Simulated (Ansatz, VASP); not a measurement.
# Ag: VASP beside Ansatz

```
Ag
1.0
    -4.09908   -2.05358   -2.05358
    -2.04954   -4.10347    2.04989
    -4.10350    2.05799    2.05799
Ag
6
Direct
  0.66667 0.66667 0.00000
  0.33333 0.33333 0.00000
  0.00000 0.00000 0.00000
  0.83333 0.33333 0.50000
  0.50000 0.00000 0.50000
  0.16667 0.66667 0.50000
```

Alike in both runs: functional r2SCAN; k mesh 8 × 8 × 8; occupations gaussian, width 0.1 eV; no spin polarisation.

Ansatz relaxed the structure, and its values are those at the end. VASP's run is a single point on that final structure, the one shown.

|  | VASP | Ansatz |
| --- | --- | --- |
| version | VASP 6.6.1 | Ansatz 0.2.0 |
| potentials or method | VASP PAW PBE potentials, release 64 (Ag), cutoff 520 eV | scalar-relativistic, plane waves, PAW |
| valence electrons in the cell | 66 | 114 |

Ansatz gave:

* gap on the k mesh at the Fermi level (eV): none
* pressure (GPa): 0.0

Problem. Which values does VASP return?

Solution. gap on the k mesh at the Fermi level (eV): none; pressure (GPa): 0.1.

VASP's potentials were made for PBE, not for r2SCAN. A gap of «none» marks a metal or a gap that the smearing closes. The functional is the same, so the differences come from potentials, cutoffs and numerics. VASP's potentials hold 66 valence electrons a cell and Ansatz's 114, so a difference there can come from the potentials and not from the codes.
